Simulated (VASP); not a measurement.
The system is Re.

```
Re
1.0
     2.76080    0.00000    0.00000
    -1.38040    2.39092    0.00000
     0.00000    0.00000    4.45820
Re
2
Direct
  0.66667 0.33333 0.75000
  0.33333 0.66667 0.25000
```

```yaml
Program: VASP 6.6.1
Task: relaxation of cell and atoms
Functional: PBEsol
Dispersion: D4
Potentials_or_basis: VASP PAW PBE potentials, release 64 (Re)
Cutoff: 600 eV
k_mesh: 11 × 11 × 6
Occupations: fermi-dirac, width 0.05 eV
Spin: no spin polarisation
```

At the start: pressure -8.2 GPa; volume 14.71 Å³/atom.

Problem. How do energy, volume and symmetry change on relaxing?

Solution. Over 4 steps the energy falls by 8.0 meV/atom and the volume is 14.41 Å³/atom (-2.1 %); space group P6_3/mmc (No. 194, to 0.1 Å) before and after.

The path:
```
step  energy change (eV)  largest force (eV/Å)  pressure (GPa)  volume (Å³)
   1              0.0000                0.0000           -8.22        29.43
   2              0.3073                0.0000           45.13        26.33
   3             -0.0160                0.0000           -0.37        28.84
   4             -0.0160                0.0000           -0.03        28.82
```

Final structure:
```yaml
crystal:
  lattice:
    - [2.74165, 0.00000, 0.00000]
    - [-1.37083, 2.37434, 0.00000]
    - [0.00000, 0.00000, 4.42736]
  atoms:
    - { symbol: Re, position: [0.66667, 0.33333, 0.75000] }
    - { symbol: Re, position: [0.33333, 0.66667, 0.25000] }
```

Caveat: the PAW data sets were made with another functional, which shifts forces and pressure a little.
